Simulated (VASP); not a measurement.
# CaSe (I4/mmm) in VASP: a series of runs

The runs below take CaSe through single point, with r2SCAN.

All numbers are computed with VASP 6.6.1; they aren't measurements. Logs are shortened: lines on timing, memory, paths and dates and some standing lists are left out, and cuts for length are marked.

### 1 The cell of the first run

The structure is tetragonal, space group I4/mmm (No. 139). Conventional cell: a = 4.197 Å, b = 4.197 Å, c = 5.816 Å, α = 90.00°, β = 90.00°, γ = 90.00°. Ca (site symmetry 4/mmm) has 6 Se at 2.91 to 2.97 Å within 3.8 Å. Se (site symmetry 4/mmm) has 6 Ca at 2.91 to 2.97 Å within 3.8 Å.

### 2 Single point, r2SCAN (uniaxial x strain -2.0%)

POSCAR reads:

```
CaSe
1.0
    0.0000000000      2.9675351127      2.9675351127
    2.9081844104      0.0000000000      2.9675351127
    2.9081844104      2.9675351127      0.0000000000
Ca Se
1 1
Direct
    0.0000000000      0.0000000000      0.0000000000
    0.5000000000      0.5000000000      0.5000000000
```

INCAR.step1 reads:

```
  PREC = Accurate
  ENCUT = 520
  ISMEAR = 0
  SIGMA = 0.01
  LREAL = F
  LASPH = T
  NELM = 100
  NBANDS = 15
  GGA = PE
  ALGO = Normal
  EDIFF = 1E-4
  LWAVE = T
  LCHARG = F
```

INCAR.step2 reads:

```
  PREC = Accurate
  ENCUT = 520
  EDIFF = 1E-6
  ISMEAR = 0
  SIGMA = 0.01
  LREAL = F
  LASPH = T
  NELM = 100
  ALGO = Normal
  ISIF = 2
  LWAVE = F
  LCHARG = T
  METAGGA = R2SCAN
  LMIXTAU = T
  LELF = T
  LVHAR = T
  NBANDS = 15
  ISTART = 1
```

KPOINTS reads:

```
Automatic mesh
0
Gamma
  8 8 8
```

Potentials or basis: VASP PAW PBE potentials, release 64 (Ca_sv, Se).

On the command line:

```sh
$ cat potpaw_PBE.64/Ca_sv/POTCAR potpaw_PBE.64/Se/POTCAR > POTCAR
$ cp INCAR.step1 INCAR
$ mpirun -np 1 vasp_std > vasp.out
$ cp INCAR.step2 INCAR
$ mpirun -np 1 vasp_std > vasp.out
```

OUTCAR:

```text
PREC = Accurate
   ENCUT = 520
   EDIFF = 1E-6
   ISMEAR = 0
   LREAL = F
   LASPH = T
   NELM = 100
   ISIF = 2
   METAGGA = R2SCAN
   ISTART = 1

 ion  position               nearest neighbor table
   1  0.000  0.000  0.000-   2 2.91   2 2.91   2 2.97   2 2.97   2 2.97   2 2.97
   2  0.500  0.500  0.500-   1 2.91   1 2.91   1 2.97   1 2.97   1 2.97   1 2.97

  LATTYP: Found a body centered tetragonal cell.
 ALAT       =     4.1967284032
 C/A-ratio  =     1.3859292911

  Lattice vectors:

 A1 = (  -2.9081844104,   0.0000000000,  -2.9675351127)
 A2 = (  -2.9081844104,   0.0000000000,   2.9675351127)
 A3 = (   2.9081844104,   2.9675351127,   0.0000000000)

Analysis of symmetry for initial positions (statically):
=====================================================================
 Subroutine PRICEL returns:
 Original cell was already a primitive cell.

 Routine SETGRP: Setting up the symmetry group for a
 body centered tetragonal supercell.

 Subroutine GETGRP returns: Found 16 space group operations
 (whereof 16 operations were pure point group operations)
 out of a pool of 16 trial point group operations.

The static configuration has the point symmetry D_4h.

Analysis of symmetry for dynamics (positions and initial velocities):
=====================================================================
 Subroutine PRICEL returns:
 Original cell was already a primitive cell.

 Routine SETGRP: Setting up the symmetry group for a
 body centered tetragonal supercell.

 Subroutine GETGRP returns: Found 16 space group operations
 (whereof 16 operations were pure point group operations)
 out of a pool of 16 trial point group operations.

The dynamic configuration has the point symmetry D_4h.

 Subroutine INISYM returns: Found 16 space group operations
 (whereof 16 operations are pure point group operations),
 and found     1 'primitive' translations

----------------------------------------------------------------------------------------

                                     Primitive cell

  volume of cell :      51.2205

  direct lattice vectors                    reciprocal lattice vectors
     0.000000000  2.967535113  2.967535113    -0.171928574  0.168490003  0.168490003
     2.908184410  0.000000000  2.967535113     0.171928574 -0.168490003  0.168490003
     2.908184410  2.967535113  0.000000000     0.171928574  0.168490003 -0.168490003

  length of vectors
     4.196728403  4.154973070  4.154973070     0.293831920  0.293831920  0.293831920

  position of ions in fractional coordinates (direct lattice)
     0.000000000  0.000000000  0.000000000
     0.500000000  0.500000000  0.500000000

  ion indices of the primitive-cell ions
   primitive index   ion index
                 1           1
                 2           2

----------------------------------------------------------------------------------------

 KPOINTS: Automatic mesh

Automatic generation of k-mesh.
 Grid dimensions read from file:
 generate k-points for:    8    8    8

 Generating k-lattice:

  Cartesian coordinates                     Fractional coordinates (reciprocal lattice)
    -0.021491072  0.021061250  0.021061250     0.125000000  0.000000000  0.000000000
     0.021491072 -0.021061250  0.021061250     0.000000000  0.125000000  0.000000000
     0.021491072  0.021061250 -0.021061250     0.000000000  0.000000000  0.125000000

  Length of vectors
     0.036728990  0.036728990  0.036728990

  Shift w.r.t. Gamma in fractional coordinates (k-lattice)
     0.000000000  0.000000000  0.000000000

 Subroutine IBZKPT returns following result:
 ===========================================

 Found     59 irreducible k-points:

 Following reciprocal coordinates:
            Coordinates               Weight
  0.000000  0.000000  0.000000      1.000000
  0.125000  0.000000  0.000000      8.000000
  0.250000  0.000000  0.000000      8.000000
  0.375000  0.000000  0.000000      8.000000
  0.500000  0.000000  0.000000      4.000000
  0.125000  0.125000  0.000000      4.000000
[... 16 lines left out ...]
  0.250000  0.125000  0.125000      4.000000
  0.375000  0.125000  0.125000      8.000000
 [... further k-points ...]
   k-points           NKPTS =     59   k-points in BZ     NKDIM =     59   number of bands    NBANDS=     15
   number of dos      NEDOS =    301   number of ions     NIONS =      2
   total plane-waves  NPLWV =  32768
   dimension x,y,z NGX =    32 NGY =   32 NGZ =   32
   dimension x,y,z NGXF=    64 NGYF=   64 NGZF=   64
   ions per type =               1   1
   NGX,Y,Z   is equivalent  to a cutoff of  12.68, 12.80, 12.80 a.u.
   NGXF,Y,Z  is equivalent  to a cutoff of  25.35, 25.61, 25.61 a.u.
 SYSTEM =  unknown system
   PREC   = accura    normal or accurate (medium, high low for compatibility)
   ISTART =      1    job   : 0-new  1-cont  2-samecut
   ICHARG =      0    charge: 1-file 2-atom 10-const
   ISPIN  =      1    spin polarized calculation?
   LNONCOLLINEAR =      F non collinear calculations
   LSORBIT =      F    spin-orbit coupling
   LASPH  =      T    aspherical Exc in radial PAW
   ENCUT  =  520.0 eV  38.22 Ry    6.18 a.u.   7.80  7.73  7.73*2*pi/ulx,y,z
   NELM   =    100;   NELMIN=  2; NELMDL=  0     # of ELM steps
   EDIFF  = 0.1E-05   stopping-criterion for ELM
   LREAL  =      F    real-space projection
   EDIFFG = 0.1E-04   stopping-criterion for IOM
   NSW    =      0    number of steps for IOM
   IBRION =     -1    ionic relax: 0-MD 1-quasi-New 2-CG
   NFREE  =      0    steps in history (QN), initial steepest desc. (CG)
   ISIF   =      2    stress and relaxation
   ISYM   =      2    0-nonsym 1-usesym 2-fastsym
   POTIM  = 0.5000    time-step for ionic-motion
   TEBEG  =    0.0;   TEEND  =   0.0 temperature during run
   PSTRESS=    0.0 pullay stress
   NELECT =      16.0000    total number of electrons
   NUPDOWN=      -1.0000    fix difference up-down
   EMIN   =  10.00;   EMAX   =-10.00  energy-range for DOS
   EFERMI =   0.00;   METHOD = LEGACY
   ISMEAR =     0;   SIGMA  =   0.01  broadening in eV -4-tet -1-fermi 0-gaus
   EFERMI_NEDOS =   21; number of points for ismear=-14 and -15
   IALGO  =     38    algorithm
   IMIX   =      4    mixing-type and parameters
     AMIX     =   0.40;   BMIX     =  1.00
     AMIX_MAG =   1.60;   BMIX_MAG =  1.00
  volume/ion in A,a.u.               =      25.61       172.83
  Fermi-wavevector in a.u.,A,eV,Ry     =   1.110794  2.099097 16.787735  1.233864
  Thomas-Fermi vector in A             =   2.247350
   LORBIT       =      0    0 simple, 1 ext, 2 COOP (PROOUT), +10 PAW based schemes
   METAGGA = R2SCAN    functional components
   LHFCALC =     F    Hartree Fock is set to
   AEXX    =    0.0000 exact exchange contribution
   IVDW    =     0    specifies the selected vdW correction
   LEPSILON=     F    determine dielectric tensor
   LRPA    =     F    only Hartree local field effects (RPA)
 non-spin polarized calculation
 Gauss-broadening in eV      SIGMA  =   0.01
  energy-cutoff  :      520.00
  volume of cell :       51.22
 maximum number of plane-waves:      1395
   NGX = 15   NGY = 15   NGZ = 15

 number of electron      15.9999998 magnetization

 Free energy of the ion-electron system (eV)
  ---------------------------------------------------
  ext. energy  EPLUGINS =         0.00000000
  ---------------------------------------------------
  free energy    TOTEN  =       -25.96893571 eV

  energy without entropy =      -25.96893571  energy(sigma->0) =      -25.96893571

 E-fermi :   2.4101     XC(G=0):  -9.6253

 val. band max:        2.2629801499   @ k =   0.0000   0.0000   0.0000
 cond. band min:       4.7131735175   @ k =   0.0000   0.5000   0.5000
 fundamental gap:      2.4501933676
 Fermi energy:         2.4101309985

 k-point     1 :       0.0000    0.0000    0.0000
  band No.  band energies     occupation
      1     -39.0081      2.00000
      2     -19.1235      2.00000
      3     -19.1235      2.00000
      4     -19.1188      2.00000
      5      -9.9779      2.00000
      6       2.2498      2.00000
      7       2.2498      2.00000
      8       2.2630      2.00000
      9       6.4178      0.00000
     10       6.4325      0.00000
     11       6.4326      0.00000
     12       6.5691      0.00000
     13       7.0506      0.00000
     14       7.1579      0.00000
     15      12.7548      0.00000

 k-point     2 :       0.1250    0.0000    0.0000
  band No.  band energies     occupation
      1     -39.0071      2.00000
      2     -19.1405      2.00000
      3     -19.1249      2.00000
      4     -19.1210      2.00000
      5      -9.8789      2.00000
      6       1.5202      2.00000
      7       2.0112      2.00000
      8       2.0213      2.00000
      9       6.4529      0.00000
     10       6.6637      0.00000
     11       6.7424      0.00000
     12       7.2595      0.00000
     13       7.4622      0.00000
     14       7.6197      0.00000
     15      12.9040      0.00000

 k-point     3 :       0.2500    0.0000    0.0000
  band No.  band energies     occupation
      1     -39.0046      2.00000
      2     -19.1841      2.00000
      3     -19.1282      2.00000
      4     -19.1231      2.00000
      5      -9.6273      2.00000
      6       0.2675      2.00000
      7       1.5455      2.00000
      8       1.5560      2.00000
      9       6.5644      0.00000
     10       7.2265      0.00000
     11       7.2731      0.00000
     12       8.4883      0.00000
     13       8.5167      0.00000
     14       8.8461      0.00000
     15      12.4349      0.00000
[... 343 lines left out ...]
 k-point    23 :       0.2500    0.1250    0.1250
  band No.  band energies     occupation
      1     -39.0056      2.00000
      2     -19.1604      2.00000
      3     -19.1295      2.00000
      4     -19.1245      2.00000
      5      -9.7437      2.00000
      6       0.7964      2.00000
      7       1.6914      2.00000
      8       1.7665      2.00000
      9       6.6369      0.00000
     10       6.7786      0.00000
     11       7.2291      0.00000
     12       7.4014      0.00000
     13       8.3703      0.00000
     14       8.5026      0.00000
     15      12.9230      0.00000

 k-point    24 :       0.3750    0.1250    0.1250
  band No.  band energies     occupation
      1     -39.0031      2.00000
      2     -19.1965      2.00000
      3     -19.1370      2.00000
      4     -19.1278      2.00000
      5      -9.5038      2.00000
      6      -0.1116      2.00000
      7       1.2874      2.00000
      8       1.3073      2.00000
      9       6.8418      0.00000
     10       7.2833      0.00000
     11       8.0133      0.00000
     12       8.1350      0.00000
     13       9.1981      0.00000
     14       9.5791      0.00000
     15      12.4561      0.00000

 [... further k-points ...]

------------------------ aborting loop because EDIFF is reached ----------------------------------------

  FORCE on cell =-STRESS in cart. coord.  units (eV):
  Direction    XX          YY          ZZ          XY          YZ          ZX
  --------------------------------------------------------------------------------------
  -------------------------------------------------------------------------------------
  Total        0.9417227      0.2115720      0.2115720      0.0000000      0.0000000      0.0000000
  in kB       29.4570969      6.6179749      6.6179749      0.0000000      0.0000000      0.0000000
  external PRESSURE =      14.2310156 kB  Pullay stress =       0.0000000 kB

 VOLUME and BASIS-vectors are now :
 -----------------------------------------------------------------------------
  energy-cutoff  :      520.00
  volume of cell :       51.22
      direct lattice vectors                 reciprocal lattice vectors
     0.000000000  2.967535113  2.967535113    -0.171928574  0.168490003  0.168490003
     2.908184410  0.000000000  2.967535113     0.171928574 -0.168490003  0.168490003
     2.908184410  2.967535113  0.000000000     0.171928574  0.168490003 -0.168490003

 POSITION                                       TOTAL-FORCE (eV/Angst)
 -----------------------------------------------------------------------------------
      0.00000      0.00000      0.00000         0.000000     -0.000000      0.000000
      2.90818      2.96754      2.96754         0.000000      0.000000     -0.000000
 -----------------------------------------------------------------------------------
    total drift:                                0.000000     -0.000000     -0.000000

  FREE ENERGIE OF THE ION-ELECTRON SYSTEM (eV)
  ---------------------------------------------------
  free  energy   TOTEN  =       -25.9689357143 eV

  energy  without entropy=      -25.9689357143  energy(sigma->0) =      -25.96893571
```

Wall time 76 s (1 thread of Intel Xeon Platinum 8559C (Emerald Rapids), shared host); peak memory 0.21 GiB.

What came out:

```
Free energy            : -25.9689 eV
Pressure               : 1.4 GPa
Band gap on the k mesh : 2.45 eV (least direct gap 3.39 eV)
```

Stress tensor (GPa, compression positive):
```
2.95 0.00 0.00
0.00 0.66 0.00
0.00 0.00 0.66
```

Levels at points of the mesh, in eV from the valence-band top:
| k point | band 6 | band 7 | band 8 | band 9 | band 10 | band 11 |
| --- | --- | --- | --- | --- | --- | --- |
| (0.00, 0.00, 0.00) | -0.01 | -0.01 | 0.00 | 4.15 | 4.17 | 4.17 |
| (0.50, 0.00, 0.00) | -3.33 | -1.23 | -1.22 | 5.13 | 6.10 | 6.14 |
| (0.50, 0.50, 0.00) | -2.60 | -0.96 | -0.92 | 2.46 | 5.59 | 5.89 |
| (0.00, 0.50, 0.50) | -2.53 | -1.02 | -1.02 | 2.45 | 5.66 | 5.83 |

Caveat: the cell differs from its parent crystal (uniaxial x strain -2.0%); the PAW data sets were made with another functional, which shifts forces and pressure a little.

(Continued in part 2 of 2.)
